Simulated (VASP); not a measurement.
# CaAl2Ge2 (P-3m1) in VASP: further runs

The runs below take CaAl2Ge2 through single point, with LDA.

Program: VASP 6.6.1. These are calculated values, not measurements. Logs are shortened: lines on timing, memory, paths and dates and some standing lists are left out, and cuts for length are marked.

## 1. The cell of the first run

It takes space group P-3m1 (No. 164, trigonal). The conventional cell has a = 4.032 Å, b = 4.032 Å, c = 6.929 Å, α = 90.00°, β = 90.00°, γ = 120.00°. Within 4.1 Å of Ca (site symmetry -3m) lie 6 Ge at 2.95 Å and 6 Al at 3.47 Å and 6 Ca at 4.03 Å. Within 3.2 Å of Al (site symmetry 3m) lie 4 Ge at 2.45 to 2.54 Å and 3 Al at 2.94 Å. Within 3.2 Å of Ge (site symmetry 3m) lie 4 Al at 2.45 to 2.54 Å and 3 Ca at 2.95 Å.

## 2. Single point, LDA

Input file INCAR:

```
SYSTEM = CaAl2Ge2
PREC     = Accurate       ! precision mode
ENCUT    = 520            ! plane-wave cutoff, eV
EDIFF    = 1E-6           ! SCF threshold, eV
ISMEAR   = -1             ! smearing method
SIGMA    = 0.1            ! smearing width, eV
LREAL    = .FALSE.        ! projectors in reciprocal space
LASPH    = .TRUE.         ! aspherical terms in the spheres
NELM     = 100            ! most SCF steps
ALGO     = Normal         ! electronic algorithm
ISIF     = 2              ! what is computed and relaxed
LWAVE    = .FALSE.        ! write WAVECAR
LCHARG   = .FALSE.        ! write CHGCAR
NBANDS   = 30             ! bands
```

Input file KPOINTS:

```
Automatic mesh
0
G
  6 6 4
  0 0 0
```

Input file POSCAR:

```
CaAl2Ge2
1.0
    4.0317871212      0.0000000000      0.0000000000
   -2.0158935606      3.4916344301      0.0000000000
    0.0000000000      0.0000000000      6.9290276665
Ca Al Ge
1 2 2
Direct
    0.0000000000      0.0000000000      0.0000000000
    0.3333333333      0.6666666667      0.6293000000
    0.6666666667      0.3333333333      0.3707000000
    0.3333333333      0.6666666667      0.2621700000
    0.6666666667      0.3333333333      0.7378300000
```

Potentials or basis: VASP PAW LDA potentials, release 64 (Ca_sv, Al, Ge_d).

Launch:

```
cat potpaw_LDA.64/Ca_sv/POTCAR potpaw_LDA.64/Al/POTCAR potpaw_LDA.64/Ge_d/POTCAR > POTCAR
mpirun -np 1 vasp_std > vasp.out
```

OUTCAR:

```text
SYSTEM = CaAl2Ge2
   PREC = Accurate
   ENCUT = 520
   EDIFF = 1E-6
   ISMEAR = -1
   LREAL = .FALSE.
   LASPH = .TRUE.
   NELM = 100
   ISIF = 2

 ion  position               nearest neighbor table
   1  0.000  0.000  0.000-   4 2.95   5 2.95   5 2.95   4 2.95   5 2.95   4 2.95
   2  0.333  0.667  0.629-   5 2.45   5 2.45   5 2.45   4 2.54   3 2.94   3 2.94   3 2.94
   3  0.667  0.333  0.371-   4 2.45   4 2.45   4 2.45   5 2.54   2 2.94   2 2.94   2 2.94
   4  0.333  0.667  0.262-   3 2.45   3 2.45   3 2.45   2 2.54   1 2.95   1 2.95   1 2.95
   5  0.667  0.333  0.738-   2 2.45   2 2.45   2 2.45   3 2.54   1 2.95   1 2.95   1 2.95

  LATTYP: Found a hexagonal cell.
 ALAT       =     4.0317871212
 C/A-ratio  =     1.7185995833

  Lattice vectors:

 A1 = (   4.0317871212,   0.0000000000,   0.0000000000)
 A2 = (  -2.0158935606,   3.4916344301,   0.0000000000)
 A3 = (   0.0000000000,   0.0000000000,   6.9290276665)

Analysis of symmetry for initial positions (statically):
=====================================================================
 Subroutine PRICEL returns:
 Original cell was already a primitive cell.

 Routine SETGRP: Setting up the symmetry group for a
 hexagonal supercell.

 Subroutine GETGRP returns: Found 12 space group operations
 (whereof 12 operations were pure point group operations)
 out of a pool of 24 trial point group operations.

The static configuration has the point symmetry D_3d.

Analysis of symmetry for dynamics (positions and initial velocities):
=====================================================================
 Subroutine PRICEL returns:
 Original cell was already a primitive cell.

 Routine SETGRP: Setting up the symmetry group for a
 hexagonal supercell.

 Subroutine GETGRP returns: Found 12 space group operations
 (whereof 12 operations were pure point group operations)
 out of a pool of 24 trial point group operations.

The dynamic configuration has the point symmetry D_3d.

 Subroutine INISYM returns: Found 12 space group operations
 (whereof 12 operations are pure point group operations),
 and found     1 'primitive' translations

----------------------------------------------------------------------------------------

                                     Primitive cell

  volume of cell :      97.5436

  direct lattice vectors                    reciprocal lattice vectors
     4.031787121  0.000000000  0.000000000     0.248028968  0.143199413  0.000000000
    -2.015893561  3.491634430  0.000000000     0.000000000  0.286398826  0.000000000
     0.000000000  0.000000000  6.929027666     0.000000000  0.000000000  0.144320394

  length of vectors
     4.031787121  4.031790897  6.929027666     0.286399094  0.286398826  0.144320394

  position of ions in fractional coordinates (direct lattice)
     0.000000000  0.000000000  0.000000000
     0.333333333  0.666666667  0.629300000
     0.666666667  0.333333333  0.370700000
     0.333333333  0.666666667  0.262170000
     0.666666667  0.333333333  0.737830000

  ion indices of the primitive-cell ions
   primitive index   ion index
                 1           1
                 2           2
                 3           3
                 4           4
                 5           5

----------------------------------------------------------------------------------------

 KPOINTS: Automatic mesh

Automatic generation of k-mesh.
 Grid dimensions read from file:
 generate k-points for:    6    6    4

 Generating k-lattice:

  Cartesian coordinates                     Fractional coordinates (reciprocal lattice)
     0.041338161  0.023866569  0.000000000     0.166666667  0.000000000  0.000000000
     0.000000000  0.047733138  0.000000000     0.000000000  0.166666667  0.000000000
     0.000000000  0.000000000  0.036080098     0.000000000  0.000000000  0.250000000

  Length of vectors
     0.047733182  0.047733138  0.036080098

  Shift w.r.t. Gamma in fractional coordinates (k-lattice)
     0.000000000  0.000000000  0.000000000

 Subroutine IBZKPT returns following result:
 ===========================================

 Found     24 irreducible k-points:

 Following reciprocal coordinates:
            Coordinates               Weight
  0.000000  0.000000  0.000000      1.000000
  0.166667 -0.000000  0.000000      6.000000
  0.333333 -0.000000  0.000000      6.000000
  0.500000 -0.000000  0.000000      3.000000
  0.166667  0.166667  0.000000      6.000000
  0.333333  0.166667  0.000000     12.000000
[... 16 lines left out ...]
  0.333333  0.166667  0.500000     12.000000
  0.333333  0.333333  0.500000      2.000000
   k-points           NKPTS =     24   k-points in BZ     NKDIM =     24   number of bands    NBANDS=     30
   number of dos      NEDOS =    301   number of ions     NIONS =      5
   total plane-waves  NPLWV =  48600
   dimension x,y,z NGX =    30 NGY =   30 NGZ =   54
   dimension x,y,z NGXF=    60 NGYF=   60 NGZF=  108
   ions per type =               1   2   2
   NGX,Y,Z   is equivalent  to a cutoff of  12.37, 12.37, 12.96 a.u.
   NGXF,Y,Z  is equivalent  to a cutoff of  24.74, 24.74, 25.91 a.u.
 SYSTEM =  CaAl2Ge2
   PREC   = accura    normal or accurate (medium, high low for compatibility)
   ISTART =      0    job   : 0-new  1-cont  2-samecut
   ICHARG =      2    charge: 1-file 2-atom 10-const
   ISPIN  =      1    spin polarized calculation?
   LNONCOLLINEAR =      F non collinear calculations
   LSORBIT =      F    spin-orbit coupling
   LASPH  =      T    aspherical Exc in radial PAW
   ENCUT  =  520.0 eV  38.22 Ry    6.18 a.u.   7.50  7.50 12.88*2*pi/ulx,y,z
   NELM   =    100;   NELMIN=  2; NELMDL= -5     # of ELM steps
   EDIFF  = 0.1E-05   stopping-criterion for ELM
   LREAL  =      F    real-space projection
   EDIFFG = 0.1E-04   stopping-criterion for IOM
   NSW    =      0    number of steps for IOM
   IBRION =     -1    ionic relax: 0-MD 1-quasi-New 2-CG
   NFREE  =      0    steps in history (QN), initial steepest desc. (CG)
   ISIF   =      2    stress and relaxation
   ISYM   =      2    0-nonsym 1-usesym 2-fastsym
   POTIM  = 0.5000    time-step for ionic-motion
   TEBEG  =    0.0;   TEEND  =   0.0 temperature during run
   PSTRESS=    0.0 pullay stress
   NELECT =      44.0000    total number of electrons
   NUPDOWN=      -1.0000    fix difference up-down
   EMIN   =  10.00;   EMAX   =-10.00  energy-range for DOS
   EFERMI =   0.00;   METHOD = LEGACY
   ISMEAR =    -1;   SIGMA  =   0.10  broadening in eV -4-tet -1-fermi 0-gaus
   EFERMI_NEDOS =   21; number of points for ismear=-14 and -15
   IALGO  =     38    algorithm
   IMIX   =      4    mixing-type and parameters
     AMIX     =   0.40;   BMIX     =  1.00
     AMIX_MAG =   1.60;   BMIX_MAG =  1.00
  volume/ion in A,a.u.               =      19.51       131.65
  Fermi-wavevector in a.u.,A,eV,Ry     =   1.255527  2.372603 21.447529  1.576349
  Thomas-Fermi vector in A             =   2.389280
   LORBIT       =      0    0 simple, 1 ext, 2 COOP (PROOUT), +10 PAW based schemes
   GGA     = CA    functional components
   LHFCALC =     F    Hartree Fock is set to
   AEXX    =    0.0000 exact exchange contribution
   IVDW    =     0    specifies the selected vdW correction
   LEPSILON=     F    determine dielectric tensor
   LRPA    =     F    only Hartree local field effects (RPA)
 non-spin polarized calculation
  energy-cutoff  :      520.00
  volume of cell :       97.54
 maximum number of plane-waves:      2666
 NGX is ok and might be reduce to    30
   NGX = 15   NGY = 15   NGZ = 25

 number of electron      44.0000007 magnetization

 Free energy of the ion-electron system (eV)
  ---------------------------------------------------
  ext. energy  EPLUGINS =         0.00000000
  ---------------------------------------------------
  free energy    TOTEN  =       -23.13151845 eV

  energy without entropy =      -23.10358274  energy(sigma->0) =      -23.11755059

 E-fermi :   5.8724     XC(G=0): -10.4234

 val. band max:        5.8607660339   @ k =   0.5000  -0.0000   0.2500
 cond. band min:       5.8763256184   @ k =   0.0000   0.0000   0.2500
 fundamental gap:      0.0155595845
 Fermi energy:         5.8723909004

 k-point     1 :       0.0000    0.0000    0.0000
  band No.  band energies     occupation
      1     -34.3871      2.00000
      2     -18.1600      2.00000
      3     -18.1600      2.00000
      4     -18.1582      2.00000
      5     -18.1582      2.00000
      6     -18.1513      2.00000
[... 22 lines left out ...]
     29       8.8630      0.00000
     30       8.9690      0.00000

 k-point     2 :       0.1667   -0.0000    0.0000
  band No.  band energies     occupation
      1     -34.3852      2.00000
      2     -18.1613      2.00000
      3     -18.1602      2.00000
      4     -18.1583      2.00000
      5     -18.1560      2.00000
      6     -18.1502      2.00000
[... 22 lines left out ...]
     29       9.4809      0.00000
     30      10.1975      0.00000

 k-point     3 :       0.3333   -0.0000    0.0000
  band No.  band energies     occupation
      1     -34.3812      2.00000
      2     -18.1634      2.00000
      3     -18.1599      2.00000
      4     -18.1591      2.00000
      5     -18.1526      2.00000
      6     -18.1483      2.00000
[... 22 lines left out ...]
     29      10.4612      0.00000
     30      11.2786      0.00000

 k-point     4 :       0.5000   -0.0000    0.0000
  band No.  band energies     occupation
      1     -34.3792      2.00000
      2     -18.1641      2.00000
      3     -18.1599      2.00000
      4     -18.1597      2.00000
      5     -18.1512      2.00000
      6     -18.1475      2.00000
[... 616 lines left out ...]
     29      10.3759      0.00000
     30      10.8001      0.00000

 k-point    23 :       0.3333    0.1667    0.5000
  band No.  band energies     occupation
      1     -34.3792      2.00000
      2     -18.1646      2.00000
      3     -18.1591      2.00000
      4     -18.1572      2.00000
      5     -18.1539      2.00000
      6     -18.1469      2.00000
[... 22 lines left out ...]
     29      10.6721      0.00000
     30      11.1025      0.00000

 k-point    24 :       0.3333    0.3333    0.5000
  band No.  band energies     occupation
      1     -34.3782      2.00000
      2     -18.1629      2.00000
      3     -18.1597      2.00000
      4     -18.1597      2.00000
      5     -18.1521      2.00000
      6     -18.1457      2.00000
[... 22 lines left out ...]
     29      11.0812      0.00000
     30      11.0812      0.00000

------------------------ aborting loop because EDIFF is reached ----------------------------------------

  FORCE on cell =-STRESS in cart. coord.  units (eV):
  Direction    XX          YY          ZZ          XY          YZ          ZX
  --------------------------------------------------------------------------------------
  -------------------------------------------------------------------------------------
  Total        3.3539173      3.3539256      1.8625793     -0.0000000      0.0000000      0.0000000
  in kB       55.0889215     55.0890591     30.5933267     -0.0000000      0.0000000      0.0000000
  external PRESSURE =      46.9237691 kB  Pullay stress =       0.0000000 kB

 VOLUME and BASIS-vectors are now :
 -----------------------------------------------------------------------------
  energy-cutoff  :      520.00
  volume of cell :       97.54
      direct lattice vectors                 reciprocal lattice vectors
     4.031787121  0.000000000  0.000000000     0.248028968  0.143199413  0.000000000
    -2.015893561  3.491634430  0.000000000     0.000000000  0.286398826  0.000000000
     0.000000000  0.000000000  6.929027666     0.000000000  0.000000000  0.144320394

 POSITION                                       TOTAL-FORCE (eV/Angst)
 -----------------------------------------------------------------------------------
      0.00000      0.00000      0.00000         0.000000      0.000000      0.000000
     -0.00000      2.32776      4.36044        -0.000000     -0.000000      0.013467
      2.01589      1.16388      2.56859         0.000000      0.000000     -0.013467
     -0.00000      2.32776      1.81658         0.000000     -0.000000     -0.489175
      2.01589      1.16388      5.11244        -0.000000      0.000000      0.489175
 -----------------------------------------------------------------------------------
    total drift:                               -0.000000      0.000000     -0.000000

  FREE ENERGIE OF THE ION-ELECTRON SYSTEM (eV)
  ---------------------------------------------------
  free  energy   TOTEN  =       -23.1315184477 eV

  energy  without entropy=      -23.1035827401  energy(sigma->0) =      -23.11755059
```

Wall time 70 s (1 thread of Intel Xeon Platinum 8488C (Sapphire Rapids), shared host); peak memory 0.22 GiB.

What came out:

- Free energy: -23.1315 eV
- Pressure: 4.7 GPa
- Largest force: 0.489 eV/Å
- Band gap on the k mesh: zero (bands 22 and 23 overlap by 0.57 eV)

Forces on the atoms (eV/Å):
```
Ca   0.000  0.000  0.000
Al   0.000  0.000  0.013
Al   0.000  0.000 -0.013
Ge   0.000  0.000 -0.489
Ge   0.000  0.000  0.489
```

Caveat: the cell stands under pressure.

(Continued in part 2 of 2.)

The gap in the log of VASP goes by the Fermi energy; the results here count the filled bands.